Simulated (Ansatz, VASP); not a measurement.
## Cu: VASP beside Ansatz

The input INCAR:

```
SYSTEM = Cu
ALGO = Normal ; EDIFF = 1E-6
ENCUT = 520 ; GGA = PE
ISIF = 2 ; ISMEAR = -1
LASPH = .True. ; LCHARG = .False.
LREAL = .False. ; LWAVE = .False.
NBANDS = 12 ; NELM = 100
PREC = Accurate ; SIGMA = 0.05
```

File KPOINTS:

```
k-points
0
Gamma
  17 17 16
  0 0 0
```

Contents of POSCAR:

```
Cu
1.0
    2.1120062255      0.0000000000      0.0000000000
   -1.0560031127      1.8290510442      0.0000000000
    0.0000000000      0.0000000000      2.0208706238
Cu
1
Direct
    0.0000000000      0.0000000000      0.0000000000
```

Input for Ansatz:

```yaml
crystal:
  lattice:
    - [2.1120062255, 0.0, 0.0]
    - [-1.0560031127, 1.8290510442, 0.0]
    - [0.0, 0.0, 2.0208706238]
  atoms:
    - { symbol: Cu, position: [0.0, 0.0, 0.0] }
kpoints:
  mp_grid: { grid: [17, 17, 16] }
scf:
  occupations: { method: fermi_dirac, width: 0.05 }
hamiltonian:
  xc: pbe
  pseudopotentials: { kind: all_electron, lapw: { basis_error: 0.001 } }
output:
  forces: true
  stress: true
  eigenvalues: true
  populations: true
```

Change from the starting cell: volume scaled by 0.6, LAPW.

Alike in both runs: task single point; functional PBE; k mesh 17 × 17 × 16; occupations fermi-dirac, width 0.05 eV; no spin polarisation.

|  | VASP | Ansatz |
| --- | --- | --- |
| version | VASP 6.6.1 | Ansatz 0.2.0 |
| potentials or method | VASP PAW PBE potentials, release 64 (Cu), cutoff 520 eV | all-electron LAPW, scalar-relativistic |

VASP gave:

| Property | Result |
| --- | --- |
| pressure (GPa) | 213.8 |
| traceless stress, the component that is largest in VASP (GPa) | -0.65 |

Q: Which values does Ansatz return?

A: Pressure (GPa): 212.9; traceless stress, the component that is largest in VASP (GPa): 0.10.

Both programs put the cell under a high pressure, so it lies far from rest at this level. Ansatz ran all-electron here, and VASP with PAW potentials.

Noted on VASP's run: the cell as given lies far from equilibrium.
